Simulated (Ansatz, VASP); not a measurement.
# One calculation of Ge, two programs

INCAR

```
PREC = Accurate ; ENCUT = 520
EDIFF = 1E-6 ; ISMEAR = -1
SIGMA = 0.02 ; LREAL = False
LASPH = True ; NELM = 100
ALGO = Normal ; ISIF = 2
LWAVE = False ; LCHARG = False
GGA = PE ; NBANDS = 21
```

Contents of KPOINTS:

```
regular mesh
0
Gamma
  6 6 6
```

File POSCAR:

```
Ge
1.0
    0.0000000000      2.9371931476      2.9371931476
    2.9371931476      0.0000000000      2.9371931476
    2.9371931476      2.9371931476      0.0000000000
Ge
2
Direct
    0.0000000000      0.0000000000      0.0000000000
    0.2500000000      0.2500000000      0.2500000000
```

Input for Ansatz:

```yaml
crystal:
  lattice:
    - [0.0, 2.9371931476, 2.9371931476]
    - [2.9371931476, 0.0, 2.9371931476]
    - [2.9371931476, 2.9371931476, 0.0]
  atoms:
    - { symbol: Ge, position: [0.0, 0.0, 0.0] }
    - { symbol: Ge, position: [0.25, 0.25, 0.25] }
kpoints:
  mp_grid: { grid: [6, 6, 6] }
hamiltonian:
  xc: pbe
scf:
  occupations: { method: fermi_dirac, width: 0.02 }
  n_extra_bands: 4
output:
  forces: true
  stress: true
  eigenvalues: true
```

Alike in both runs: task single point; functional PBE; k mesh 6 × 6 × 6; occupations fermi-dirac, width 0.02 eV; no spin polarisation.

|  | VASP | Ansatz |
| --- | --- | --- |
| version | VASP 6.6.1 | Ansatz 0.2.0 |
| potentials or method | VASP PAW PBE potentials, release 64 (Ge_d) | plane waves, PAW |
| plane-wave cutoff (eV) | 520 | 420 |
| valence electrons in the cell | 28 | 28 |

```csv
,VASP,Ansatz,Ansatz less VASP
pressure (GPa),-2.9,-2.9,+0.01
```
